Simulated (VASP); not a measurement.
Crystal: CaIrN2.

```xyz
4
Lattice="1.6488 0.9520 5.0094 -1.6488 0.9520 5.0094 0.0000 -1.9039 5.0094" Properties=species:S:1:pos:R:3 pbc="T T T"
Ca    0.0000    0.0000    0.0000
Ir    0.0000    0.0000    7.5141
N     0.0000    0.0000   11.5585
N     0.0000    0.0000    3.4697
```

- Program: VASP 6.6.1
- Task: relaxation of cell and atoms
- Functional: PBEsol
- Potentials or basis: VASP PAW PBE potentials, release 64 (Ca_sv, Ir, N)
- Cutoff: 600 eV
- k mesh: 8 × 8 × 8
- Occupations: methfessel-paxton, width 0.1 eV
- Spin: no spin polarisation

At the start: pressure -8.0 GPa; volume 11.79 Å³/atom.

Problem. Where does the relaxation end?

Solution. Over 6 steps the energy falls by 11.3 meV/atom and the volume is 11.35 Å³/atom (-3.7 %); space group R-3m (No. 166, to 0.1 Å) before and after.

The path:
| step | energy change (eV) | largest force (eV/Å) | pressure (GPa) | volume (Å³) |
| --- | --- | --- | --- | --- |
| 1 | 0.0000 | 0.2044 | -8.04 | 47.18 |
| 2 | 0.0557 | 0.6077 | 14.01 | 43.25 |
| 3 | -0.0439 | 0.0885 | -0.23 | 45.55 |
| 4 | -0.0439 | 0.0946 | -0.06 | 45.52 |
| 5 | -0.0449 | 0.0280 | 0.05 | 45.44 |
| 6 | -0.0450 | 0.0084 | 0.04 | 45.42 |

Final structure:
```
Ca Ir N
1.0
     1.62955    0.94082    4.93710
    -1.62955    0.94082    4.93710
     0.00000   -1.88165    4.93710
Ca Ir N
1 1 2
Direct
  0.00000 0.00000 0.00000
  0.50000 0.50000 0.50000
  0.76904 0.76904 0.76904
  0.23096 0.23096 0.23096
```

Caveat: the PAW data sets were made with another functional, which shifts forces and pressure a little; an odd number of electrons without spin polarisation forces a metal; a magnetic or distorted state may lie lower.
